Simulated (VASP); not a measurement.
Crystal: BaS.

```
CELL_PARAMETERS angstrom
-0.03590 3.51941 3.51941
3.51941 -0.03590 3.51941
3.48351 3.48351 0.00000
ATOMIC_POSITIONS crystal
Ba 0.99793 0.99793 0.00207
S 0.25207 0.25207 0.24793
```

This cell differs from its parent crystal: shear xy strain -2.0%.

Base run:

- Program: VASP 6.6.1
- Functional: r2SCAN
- Potentials or basis: VASP PAW PBE potentials, release 64 (Ba_sv, S)
- Cutoff: 520 eV
- k mesh: 6 × 6 × 6
- Occupations: gaussian, width 0.01 eV
- Spin: no spin polarisation

Its results: band gap on the k mesh 3.08 eV (least direct gap 3.68 eV); pressure 0.4 GPa.

Question: The run is repeated on the same cell with these changes: functional from r2SCAN to PBE; occupations from gaussian, width 0.01 eV to fermi-dirac, width 0.02 eV. What comes out?

Answer: Band gap on the k mesh 2.76 eV (least direct gap 3.41 eV); pressure 0.4 GPa.

Caveats: spin-orbit coupling is left out, which moves the levels of the heavy elements; the PAW data sets were made with another functional, which shifts forces and pressure a little (at least some runs).

A k mesh can miss the band edges.
